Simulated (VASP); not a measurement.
## CeO2: vibrations by perturbation theory with PBEsol

Crystal: CeO2.

```
CELL_PARAMETERS angstrom
0.00000 2.69903 2.69903
2.69903 0.00000 2.69903
2.69903 2.69903 0.00000
ATOMIC_POSITIONS crystal
Ce 0.00000 0.00000 0.00000
O 0.25000 0.25000 0.25000
O 0.75000 0.75000 0.75000
```

```yaml
Program: VASP 6.6.1
Task: vibrations by perturbation theory
Functional: PBEsol
Potentials_or_basis: VASP PAW PBE potentials, release 64 (Ce, O)
Cutoff: 600 eV
k_mesh: 6 × 6 × 6
Occupations: gaussian, width 0.01 eV
Spin: no spin polarisation
Dipole_correction: no
Further_INCAR_settings: ALGO = Normal; EDIFF = 1e-08; IBRION = 8; NSW = 1
```

- Electronic dielectric tensor (diagonal): 7.82
- Born charges (mean of the diagonal): Ce +5.79; O -2.90 e
- Highest phonon frequency at Γ, LO-TO splitting left out: 434 cm⁻¹

Phonon frequencies in cm⁻¹ (negative: imaginary):
| q point | frequencies |
| --- | --- |
| (0.000, 0.000, 0.000) | -1 -1 -1 279 279 279 434 434 434 |

Electronic dielectric tensor:
```
7.82 0.00 0.00
0.00 7.82 0.00
0.00 0.00 7.82
```

Born effective charge tensors (e):
atom 1, Ce
```
5.79 0.00 0.00
0.00 5.79 0.00
0.00 0.00 5.79
```
atom 2, O
```
-2.90  0.00  0.00
 0.00 -2.90  0.00
 0.00  0.00 -2.90
```
atom 3, O
```
-2.90  0.00  0.00
 0.00 -2.90  0.00
 0.00  0.00 -2.90
```

It took 6.2 min on 1 thread of Intel(R) Xeon(R) 6975P-C (Granite Rapids), with other jobs on the host, peak memory 0.3 GiB.

Caveat: spin-orbit coupling is left out, which moves the levels of the heavy elements; the run has no spin polarisation, though such a crystal can be magnetic. Spin polarisation is off, so any magnetic state and its effect on volume and gap are missing.
